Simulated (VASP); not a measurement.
# SrTi2O4 (P-3m1) in VASP: relaxation of cell and atoms with PBE

Aim: the relaxation of cell and atoms of SrTi2O4 with PBE.

Everything below comes from runs of VASP 6.6.1. Logs are shortened: lines on timing, memory, paths and dates and some standing lists are left out, and cuts for length are marked.

### 1 The cell of the first run

The structure is trigonal, space group P-3m1 (No. 164). The conventional cell has a = 2.960 Å, b = 2.960 Å, c = 11.358 Å, α = 90.00°, β = 90.00°, γ = 120.00°. Sr (site symmetry -3m) has 6 O at 2.25 Å and 2 Ti at 2.87 Å and 6 Sr at 2.96 Å within 3.0 Å. Within 2.9 Å of Ti (site symmetry 3m) lie 6 O at 2.17 to 2.21 Å and 1 Sr at 2.87 Å. O (site symmetry 3m) has 3 Ti at 2.21 Å and 3 Sr at 2.25 Å and 1 O at 2.75 Å within 2.9 Å. O (site symmetry 3m) has 3 Ti at 2.17 Å and 1 O at 2.75 Å within 2.9 Å.

### 2 Relaxation of cell and atoms, PBE, collinear spin, ferromagnetic start

INCAR

```
ALGO     = Normal         # electronic algorithm
EDIFF    = 1E-6           # SCF threshold, eV
EDIFFG   = -0.08          # ionic threshold
ENCUT    = 600            # plane-wave cutoff, eV
GGA      = PE             # functional
IBRION   = 2              # ionic algorithm
ISIF     = 3              # what is computed and relaxed
ISMEAR   = 0              # smearing method
ISPIN    = 2              # spin polarisation
LASPH    = T              # aspherical terms in the spheres
LCHARG   = F              # write CHGCAR
LMAXMIX  = 4              # l up to which the mixer works
LORBIT   = 11             # projections on sites
LREAL    = F              # projectors in reciprocal space
LWAVE    = F              # write WAVECAR
MAGMOM   = 0 1 1 0 0 0 0  # initial moments
NELM     = 150            # most SCF steps
NSW      = 36             # ionic steps
PREC     = Accurate       # precision mode
SIGMA    = 0.15           # smearing width, eV
```

KPOINTS

```
k-points
0
Gamma
  5 5 1
```

POSCAR

```
SrTi2O4
1.0
    2.9595843900      0.0000000000      0.0000000000
   -1.4797921900      2.5630752600      0.0000000000
    0.0000000000      0.0000000000     11.3579996300
Sr Ti O
1 2 4
Direct
    0.0000000000      0.0000000000      0.5000000000
    0.0000000000      0.0000000000      0.2469690000
    0.0000000000      0.0000000000      0.7530310000
    0.3333333300      0.6666666700      0.3704940100
    0.6666666700      0.3333333300      0.6295059900
    0.6666666700      0.3333333300      0.8714460100
    0.3333333300      0.6666666700      0.1285539900
```

Potentials or basis: VASP PAW PBE potentials, release 64 (Sr_sv, Ti_sv, O).

Started as:

```bash
$ cat potpaw_PBE.64/Sr_sv/POTCAR potpaw_PBE.64/Ti_sv/POTCAR potpaw_PBE.64/O/POTCAR > POTCAR
$ mpirun -np 1 vasp_std > vasp.out
```

OUTCAR:

```text
EDIFF = 1E-6
   EDIFFG = -0.08
   ENCUT = 600
   GGA = PE
   IBRION = 2
   ISIF = 3
   ISMEAR = 0
   ISPIN = 2
   LASPH = T
   LORBIT = 11
   LREAL = F
   NELM = 150
   NSW = 36
   PREC = Accurate

 ion  position               nearest neighbor table
   1  0.000  0.000  0.500-   4 2.25   5 2.25   4 2.25   5 2.25   5 2.25   4 2.25   2 2.87   3 2.87

   2  0.000  0.000  0.247-   7 2.17   7 2.17   7 2.17   4 2.21   4 2.21   4 2.21   1 2.87
   3  0.000  0.000  0.753-   6 2.17   6 2.17   6 2.17   5 2.21   5 2.21   5 2.21   1 2.87
   4  0.333  0.667  0.370-   2 2.21   2 2.21   2 2.21   1 2.25   1 2.25   1 2.25
   5  0.667  0.333  0.630-   3 2.21   3 2.21   3 2.21   1 2.25   1 2.25   1 2.25
   6  0.667  0.333  0.871-   3 2.17   3 2.17   3 2.17
   7  0.333  0.667  0.129-   2 2.17   2 2.17   2 2.17

  LATTYP: Found a hexagonal cell.
 ALAT       =     2.9595843900
 C/A-ratio  =     3.8377008841

  Lattice vectors:

 A1 = (   2.9595843900,   0.0000000000,   0.0000000000)
 A2 = (  -1.4797921900,   2.5630752600,   0.0000000000)
 A3 = (   0.0000000000,   0.0000000000,  11.3579996300)

Analysis of symmetry for initial positions (statically):
=====================================================================
 Subroutine PRICEL returns:
 Original cell was already a primitive cell.

 Routine SETGRP: Setting up the symmetry group for a
 hexagonal supercell.

 Subroutine GETGRP returns: Found 12 space group operations
 (whereof 12 operations were pure point group operations)
 out of a pool of 24 trial point group operations.

The static configuration has the point symmetry D_3d.

Analysis of symmetry for dynamics (positions and initial velocities):
=====================================================================
 Subroutine PRICEL returns:
 Original cell was already a primitive cell.

 Routine SETGRP: Setting up the symmetry group for a
 hexagonal supercell.

 Subroutine GETGRP returns: Found 12 space group operations
 (whereof 12 operations were pure point group operations)
 out of a pool of 24 trial point group operations.

The dynamic configuration has the point symmetry D_3d.

Analysis of structural, dynamic, and magnetic symmetry:
=====================================================================
 Subroutine PRICEL returns:
 Original cell was already a primitive cell.

 Routine SETGRP: Setting up the symmetry group for a
 hexagonal supercell.

 Subroutine GETGRP returns: Found 12 space group operations
 (whereof 12 operations were pure point group operations)
 out of a pool of 24 trial point group operations.

The overall configuration has the point symmetry D_3d.

 Subroutine INISYM returns: Found 12 space group operations
 (whereof 12 operations are pure point group operations),
 and found     1 'primitive' translations

----------------------------------------------------------------------------------------

                                     Primitive cell

  volume of cell :      86.1577

  direct lattice vectors                    reciprocal lattice vectors
     2.959584390  0.000000000  0.000000000     0.337885280  0.195078157  0.000000000
    -1.479792190  2.563075260  0.000000000     0.000000000  0.390156316  0.000000000
     0.000000000  0.000000000 11.357999630     0.000000000  0.000000000  0.088043673

  length of vectors
     2.959584390  2.959584382 11.357999630     0.390156315  0.390156316  0.088043673

  position of ions in fractional coordinates (direct lattice)
     0.000000000  0.000000000  0.500000000
     0.000000000  0.000000000  0.246969000
     0.000000000  0.000000000  0.753031000
     0.333333330  0.666666670  0.370494010
     0.666666670  0.333333330  0.629505990
     0.666666670  0.333333330  0.871446010
     0.333333330  0.666666670  0.128553990

  ion indices of the primitive-cell ions
   primitive index   ion index
                 1           1
                 2           2
                 3           3
                 4           4
                 5           5
                 6           6
                 7           7

----------------------------------------------------------------------------------------

 KPOINTS: k-points

Automatic generation of k-mesh.
 Grid dimensions read from file:
 generate k-points for:    5    5    1

 Generating k-lattice:

  Cartesian coordinates                     Fractional coordinates (reciprocal lattice)
     0.067577056  0.039015631  0.000000000     0.200000000  0.000000000  0.000000000
     0.000000000  0.078031263  0.000000000     0.000000000  0.200000000  0.000000000
     0.000000000  0.000000000  0.088043673     0.000000000  0.000000000  1.000000000

  Length of vectors
     0.078031263  0.078031263  0.088043673

  Shift w.r.t. Gamma in fractional coordinates (k-lattice)
     0.000000000  0.000000000  0.000000000

 Subroutine IBZKPT returns following result:
 ===========================================

 Found      5 irreducible k-points:

 Following reciprocal coordinates:
            Coordinates               Weight
  0.000000  0.000000  0.000000      1.000000
  0.200000  0.000000  0.000000      6.000000
  0.400000  0.000000  0.000000      6.000000
  0.200000  0.200000  0.000000      6.000000
  0.400000  0.200000  0.000000      6.000000
   k-points           NKPTS =      5   k-points in BZ     NKDIM =      5   number of bands    NBANDS=     35
   number of dos      NEDOS =    301   number of ions     NIONS =      7
   total plane-waves  NPLWV =  55296
   dimension x,y,z NGX =    24 NGY =   24 NGZ =   96
   dimension x,y,z NGXF=    48 NGYF=   48 NGZF=  192
   ions per type =               1   2   4
   NGX,Y,Z   is equivalent  to a cutoff of  13.48, 13.48, 14.05 a.u.
   NGXF,Y,Z  is equivalent  to a cutoff of  26.96, 26.96, 28.10 a.u.
 SYSTEM =  unknown system
   PREC   = accura    normal or accurate (medium, high low for compatibility)
   ISTART =      0    job   : 0-new  1-cont  2-samecut
   ICHARG =      2    charge: 1-file 2-atom 10-const
   ISPIN  =      2    spin polarized calculation?
   LNONCOLLINEAR =      F non collinear calculations
   LSORBIT =      F    spin-orbit coupling
   LASPH  =      T    aspherical Exc in radial PAW
   ENCUT  =  600.0 eV  44.10 Ry    6.64 a.u.   5.91  5.91 22.68*2*pi/ulx,y,z
   NELM   =    150;   NELMIN=  2; NELMDL= -5     # of ELM steps
   EDIFF  = 0.1E-05   stopping-criterion for ELM
   LREAL  =      F    real-space projection
   EDIFFG = -.8E-01   stopping-criterion for IOM
   NSW    =     36    number of steps for IOM
   IBRION =      2    ionic relax: 0-MD 1-quasi-New 2-CG
   NFREE  =      1    steps in history (QN), initial steepest desc. (CG)
   ISIF   =      3    stress and relaxation
   ISYM   =      2    0-nonsym 1-usesym 2-fastsym
   POTIM  = 0.5000    time-step for ionic-motion
   TEBEG  =    0.0;   TEEND  =   0.0 temperature during run
   PSTRESS=    0.0 pullay stress
   NELECT =      58.0000    total number of electrons
   NUPDOWN=      -1.0000    fix difference up-down
   EMIN   =  10.00;   EMAX   =-10.00  energy-range for DOS
   EFERMI =   0.00;   METHOD = LEGACY
   ISMEAR =     0;   SIGMA  =   0.15  broadening in eV -4-tet -1-fermi 0-gaus
   EFERMI_NEDOS =   21; number of points for ismear=-14 and -15
   IALGO  =     38    algorithm
   IMIX   =      4    mixing-type and parameters
     AMIX     =   0.40;   BMIX     =  1.00
     AMIX_MAG =   1.60;   BMIX_MAG =  1.00
  volume/ion in A,a.u.               =      12.31        83.06
  Fermi-wavevector in a.u.,A,eV,Ry     =   1.434783  2.711346 28.008979  2.058602
  Thomas-Fermi vector in A             =   2.554153
   LORBIT       =     11    0 simple, 1 ext, 2 COOP (PROOUT), +10 PAW based schemes
   GGA     = PE    functional components
   LHFCALC =     F    Hartree Fock is set to
   AEXX    =    0.0000 exact exchange contribution
   IVDW    =     0    specifies the selected vdW correction
   LEPSILON=     F    determine dielectric tensor
   LRPA    =     F    only Hartree local field effects (RPA)
 conjugate gradient relaxation of ions
 spin polarized calculation
 Gauss-broadening in eV      SIGMA  =   0.15
  energy-cutoff  :      600.00
  volume of cell :       86.16
 maximum number of plane-waves:      2892
 NGX is ok and might be reduce to    24
   NGX = 11   NGY = 11   NGZ = 45

--------------------------------------- Ionic step        1  -------------------------------------------

 number of electron      58.0000003 magnetization       1.6912053

 Free energy of the ion-electron system (eV)
  ---------------------------------------------------
  ext. energy  EPLUGINS =         0.00000000
  ---------------------------------------------------
  free energy    TOTEN  =       -50.44293496 eV

  energy without entropy =      -50.42148754  energy(sigma->0) =      -50.43221125

------------------------ aborting loop because EDIFF is reached ----------------------------------------

  FORCE on cell =-STRESS in cart. coord.  units (eV):
  Direction    XX          YY          ZZ          XY          YZ          ZX
  --------------------------------------------------------------------------------------
  -------------------------------------------------------------------------------------
  Total        7.5955245      7.5955244      1.0344731      0.0000000      0.0000000     -0.0000000
  in kB      141.2454324    141.2454317     19.2369335      0.0000003      0.0000000     -0.0000000
  external PRESSURE =     100.5759325 kB  Pullay stress =       0.0000000 kB
[... 313 lines left out ...]
  energy  without entropy=      -53.6883860605  energy(sigma->0) =      -53.69863054

--------------------------------------- Ionic step        9  -------------------------------------------

 number of electron      58.0000015 magnetization       1.5069015

 Free energy of the ion-electron system (eV)
  ---------------------------------------------------
  ext. energy  EPLUGINS =         0.00000000
  ---------------------------------------------------
  free energy    TOTEN  =       -53.71566431 eV

  energy without entropy =      -53.69678180  energy(sigma->0) =      -53.70622305

 E-fermi :   5.5487     XC(G=0): -10.4908

 val. band max:        5.3684286050   @ k =   0.4000   0.0000   0.0000
 cond. band min:       5.6025523807   @ k =   0.0000   0.0000   0.0000
 fundamental gap:      0.2341237757
 Fermi energy:         5.5486572316

 spin component 1

 k-point     1 :       0.0000    0.0000    0.0000
  band No.  band energies     occupation
      1     -52.8287      1.00000
      2     -52.8287      1.00000
      3     -30.6242      1.00000
      4     -29.0911      1.00000
      5     -29.0875      1.00000
      6     -28.8695      1.00000
[... 179 lines left out ...]
     34       7.4191      0.00000
     35       7.6410      0.00000
 Fermi energy:         5.5486572316

 spin component 2

 k-point     1 :       0.0000    0.0000    0.0000
  band No.  band energies     occupation
      1     -52.2602      1.00000
      2     -52.2602      1.00000
      3     -30.6146      1.00000
      4     -28.6109      1.00000
      5     -28.6080      1.00000
      6     -28.2573      1.00000
[... 213 lines left out ...]
  FREE ENERGIE OF THE ION-ELECTRON SYSTEM (eV)
  ---------------------------------------------------
  free  energy   TOTEN  =       -53.7156643064 eV

  energy  without entropy=      -53.6967818016  energy(sigma->0) =      -53.70622305

 reached required accuracy - stopping structural energy minimisation

 total charge

# of ion       s       p       d       tot
------------------------------------------
    1        2.027   5.797   0.501   8.324
    2        2.179   6.189   1.850  10.218
    3        2.179   6.189   1.850  10.218
    4        1.555   3.447   0.000   5.002
    5        1.555   3.447   0.000   5.002
    6        1.575   3.427   0.000   5.001
    7        1.575   3.427   0.000   5.001
--------------------------------------------------
tot         12.644  31.924   4.200  48.768

 magnetization (x)

# of ion       s       p       d       tot
------------------------------------------
    1        0.003   0.001   0.010   0.013
    2        0.006   0.020   0.555   0.581
    3        0.006   0.020   0.555   0.581
    4        0.000  -0.017   0.000  -0.017
    5        0.000  -0.017   0.000  -0.017
    6       -0.000   0.012   0.000   0.012
    7       -0.000   0.012   0.000   0.012
--------------------------------------------------
tot          0.013   0.032   1.120   1.165
```

Run time: 7.3 min. Hardware: 1 thread of Intel Xeon Platinum 8175M at 2.50GHz (Skylake/Cascade Lake), shared host; peak memory 0.28 GiB.

What came out:

```
Free energy                                           : -53.7157 eV
Relaxed volume                                        : 13.25 Å³/atom
Relaxed cell                                          : a = 2.999 Å, b = 2.999 Å, c = 11.908 Å, α = 90.00°, β = 90.00°, γ = 120.00°
Space group after relaxing (to 0.05 Å)                : P-3m1 (No. 164)
Energy gained by relaxing                             : 467.5 meV/atom
Ionic steps                                           : 9
Pressure after relaxing                               : 0.5 GPa
Largest force after relaxing                          : 0.064 eV/Å
Net moment                                            : 1.51 μB per cell
Site moments                                          : Sr +0.01; Ti +0.58; O -0.02, +0.01 μB
Valence electrons inside the program's atomic spheres : Sr 8.32; Ti 10.22; O 5.00
```

Forces in eV/Å, atoms in the order of the input:
```
Sr   0.000  0.000  0.000
Ti   0.000  0.000 -0.012
Ti   0.000  0.000  0.012
O    0.000  0.000  0.057
O    0.000  0.000 -0.057
O    0.000  0.000  0.064
O    0.000  0.000 -0.064
```

Step by step:
```tsv
step	energy change (eV)	largest force (eV/Å)	pressure (GPa)	volume (Å³)
1	0.0000	5.3704	10.06	86.16
2	-3.0233	0.8129	-0.64	96.09
3	-3.0736	0.5115	-0.53	94.89
4	-3.1649	0.6391	-0.38	94.47
5	-3.1903	0.8350	-0.06	94.06
6	-3.2475	0.4815	-0.73	93.80
7	-3.2652	0.2436	-1.11	93.61
8	-3.2659	0.2658	-1.13	93.55
9	-3.2727	0.0642	0.50	92.73
```

Final structure:
```
Sr Ti O
1.0
     2.99863    0.00000    0.00000
    -1.49932    2.59689    0.00000
     0.00000    0.00000   11.90839
Sr Ti O
1 2 4
Cartesian
  0.0000 0.0000 5.9542
  0.0000 0.0000 2.7227
  0.0000 0.0000 9.1857
  0.0000 1.7313 4.1140
  1.4993 0.8656 7.7944
  1.4993 0.8656 10.1656
  0.0000 1.7313 1.7428
```

Caveat: the k points lie up to 0.53 Å⁻¹ apart in the final cell; semilocal functionals often make such compounds metallic where correlation or magnetic order opens a gap, which also shifts bond lengths; the relaxation stopped at a loose force limit of 0.08 eV/Å, so its end isn't a converged minimum.
